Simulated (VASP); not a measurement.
Write the native input for VASP 6.6.1 that does the following.

| Quantity | Value |
| --- | --- |
| Task | single point |
| Functional | PBE |
| Potentials or basis | VASP PAW PBE potentials, release 64 (Fe, Pb_d) |
| Cutoff | 520 eV |
| k mesh | 3 × 3 × 4 |
| Occupations | gaussian, width 0.1 eV |
| Spin | collinear spin, ferromagnetic start |
| Starting moments | [3.4, 3.4, 0.0, 0.0, 0.0, 0.0, 0.0, 0.0] μB |
| Dipole correction | no |
| Further INCAR settings | ALGO = Fast; EDIFF = 1e-06; NBANDS = 64 |

The structure of FePb3 lies in POSCAR:

```
FePb3
1.0
    6.6738883187      0.0000000000      0.0000000000
   -3.3369441593      5.7797568261      0.0000000000
    0.0000000000      0.0000000000      5.5338469380
Fe Pb
2 6
Direct
    0.3333333333      0.6666666667      0.2500000000
    0.6666666667      0.3333333333      0.7500000000
    0.8267456916      0.6534913832      0.2500000000
    0.1732543084      0.8267456916      0.7500000000
    0.3465086168      0.1732543084      0.2500000000
    0.1732543084      0.3465086168      0.7500000000
    0.8267456916      0.1732543084      0.2500000000
    0.6534913832      0.8267456916      0.7500000000
```

One way to write it, as run:

INCAR

```
SYSTEM = FePb3
PREC = Accurate ; ENCUT = 520
EDIFF = 1E-6 ; ISMEAR = 0
SIGMA = 0.1 ; LREAL = .False.
LASPH = .True. ; NELM = 150
ALGO = Fast ; ISIF = 2
LWAVE = .False. ; LCHARG = .True.
ISPIN = 2 ; MAGMOM = 3.4 3.4 0 0 0 0 0 0
LORBIT = 11 ; LMAXMIX = 4
GGA = PE ; LELF = .True.
LVHAR = .True. ; NBANDS = 64
```

KPOINTS

```
regular mesh
0
Gamma
  3 3 4
  0 0 0
```

Potentials or basis: VASP PAW PBE potentials, release 64 (Fe, Pb_d).

The run is started by

```console
$ cat potpaw_PBE.64/Fe/POTCAR potpaw_PBE.64/Pb_d/POTCAR > POTCAR
$ mpirun -np 1 vasp_std > vasp.out
```

Results of the run:

| Item | Value |
| --- | --- |
| Pressure | -0.3 GPa |
| Largest force | 0.018 eV/Å |
| Net moment | 5.44 μB per cell |
| Site moments | Fe +2.94; Pb -0.04 μB |
| Valence electrons inside the program's atomic spheres | Fe 6.63; Pb 11.98 |

Caveat: the k points lie up to 0.36 Å⁻¹ apart.

Run time: 10 min on 1 thread of Intel(R) Xeon(R) Platinum 8259CL CPU @ 2.50GHz (Skylake/Cascade Lake) (shared host), peak memory 0.48 GiB.
